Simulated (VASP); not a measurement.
Nb:

```
Nb
1.0
    -1.65000    1.65000    1.65000
     1.65000   -1.65000    1.65000
     1.65000    1.65000   -1.65000
Nb
1
Direct
  0.00000 0.00000 0.00000
```

* Program: VASP 6.6.1
* Task: relaxation of cell and atoms
* Functional: LDA
* Potentials or basis: VASP PAW LDA potentials, release 64 (Nb_sv)
* Cutoff: 600 eV
* k mesh: 23 × 23 × 23
* Occupations: methfessel-paxton, width 0.1 eV
* Spin: no spin polarisation

At the start: pressure -8.7 GPa; volume 17.97 Å³/atom.

Problem. How do energy, volume and symmetry change on relaxing?

Solution. Over 4 steps the energy falls by 24.4 meV/atom and the volume is 17.11 Å³/atom (-4.8 %); space group Im-3m (No. 229, to 0.1 Å) before and after.

Step by step:
```tsv
step	energy change (eV)	largest force (eV/Å)	pressure (GPa)	volume (Å³)
1	0.0000	0.0000	-8.74	17.97
2	0.0775	0.0000	22.42	15.54
3	-0.0244	0.0000	-0.35	17.14
4	-0.0244	0.0000	-0.02	17.11
```

Final structure:
```
Nb
1.0
    -1.62323    1.62323    1.62323
     1.62323   -1.62323    1.62323
     1.62323    1.62323   -1.62323
Nb
1
Cartesian
  1.6232 1.6232 1.6232
```
